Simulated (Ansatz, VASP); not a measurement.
**BiTe in VASP and in Ansatz**

```xyz
2
Lattice="0.0000 3.7345 2.4274 3.7345 0.0000 2.4274 3.7345 3.7345 0.0000" Properties=species:S:1:pos:R:3 pbc="T T T"
Bi    0.0000    0.0000    0.0000
Te    3.7345    3.7345    2.4274
```

Alike in both runs: task single point; functional PBEsol; k mesh 14 × 14 × 14; occupations gaussian, width 0.15 eV; no spin polarisation.

```csv
,VASP,Ansatz
version,VASP 6.6.1,Ansatz 0.2.0
potentials or method,"VASP PAW PBE potentials, release 64 (Bi_d, Te), cutoff 520 eV","scalar-relativistic, plane waves, PAW"
valence electrons in the cell,21,31
```

Ansatz gave:

| Item | Value |
| --- | --- |
| gap on the k mesh at the Fermi level (eV) | none |
| pressure (GPa) | 24.6 |
| traceless stress, the component that is largest in VASP (GPa) | 49.61 |

Task: Which values does VASP return?

Result: gap on the k mesh at the Fermi level (eV): none; pressure (GPa): 24.5; traceless stress, the component that is largest in VASP (GPa): 49.30.

VASP's potentials were made for PBE, not for PBEsol. A gap of «none» marks a metal or a gap that the smearing closes. VASP's potentials hold 21 valence electrons a cell and Ansatz's 31, so a difference there can come from the potentials and not from the codes.

Neither program's run includes spin-orbit coupling.
